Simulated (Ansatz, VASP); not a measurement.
# AlCo: VASP beside Ansatz

```
Al Co
1.0
     2.85190    0.00000    0.00000
     0.00000    2.85190    0.00000
     0.00000    0.00000    2.85190
Al Co
1 1
Direct
  0.00000 0.00000 0.00000
  0.50000 0.50000 0.50000
```

Alike in both runs: functional PBE; k mesh 14 × 14 × 14; occupations gaussian, width 0.1 eV; collinear spin.

Ansatz relaxed the structure, and its values are those at the end. VASP's run is a single point on that final structure, the one shown.

|  | VASP | Ansatz |
| --- | --- | --- |
| version | VASP 6.6.1 | Ansatz 0.2.0 |
| potentials or method | VASP PAW PBE potentials, release 64 (Al, Co), cutoff 520 eV | scalar-relativistic, plane waves, PAW |
| valence electrons in the cell | 12 | 20 |

```tsv
	VASP	Ansatz	Ansatz less VASP
gap on the k mesh at the Fermi level (eV)	none	none	-
pressure (GPa)	0.0	0.0	+0.01
net moment per atom (μB)	0.00	0.00	0.000
```

A gap of «none» marks a metal or a gap that the smearing closes. With one functional, cell and mesh, what is left measures potentials, basis and numerics. VASP's potentials hold 12 valence electrons a cell and Ansatz's 20, so a difference there can come from the potentials and not from the codes. Ansatz's warnings: seeded moment not kept.
